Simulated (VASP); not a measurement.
The system is CdS.

```xyz
4
Lattice="3.9361 0.0000 0.0000 -1.9681 3.4088 0.0000 0.0000 0.0000 6.3533" Properties=species:S:1:pos:R:3 pbc="T T T"
Cd    1.9681    1.1363    3.1805
Cd    0.0000    2.2725    0.0038
S     1.9681    1.1363    5.5890
S     0.0000    2.2725    2.4124
```

```yaml
Program: VASP 6.6.1
Task: relaxation of cell and atoms
Functional: PBE
Potentials_or_basis: VASP PAW PBE potentials, release 64 (Cd, S)
Cutoff: 600 eV
k_mesh: 6 × 6 × 4
Occupations: gaussian, width 0.1 eV
Spin: no spin polarisation
```

At the start: pressure 17.5 GPa; volume 21.31 Å³/atom.

**Question.** Where does the relaxation end?

**Answer.** Over 3 steps the energy falls by 219.6 meV/atom and the volume is 26.14 Å³/atom (+22.7 %); space group P6_3mc (No. 186, to 0.05 Å).

Step by step:
```csv
step,energy change (eV),largest force (eV/Å),pressure (GPa),volume (Å³)
1,0.0000,0.0261,17.51,85.24
2,-0.6739,0.0155,-4.69,117.33
3,-0.8785,0.0154,0.08,104.56
```

Final structure:
```
Cd S
1.0
     4.21315    0.00000    0.00000
    -2.10658    3.64870    0.00000
     0.00000    0.00000    6.80173
Cd S
2 2
Direct
  0.66667 0.33333 0.50074
  0.33333 0.66667 0.00074
  0.66667 0.33333 0.87957
  0.33333 0.66667 0.37957
```

Caveat: the volume moved by over 15 % at a fixed basis, so the end points are rough; the relaxation stopped at a loose force limit of 0.05 eV/Å, so its end isn't a converged minimum.
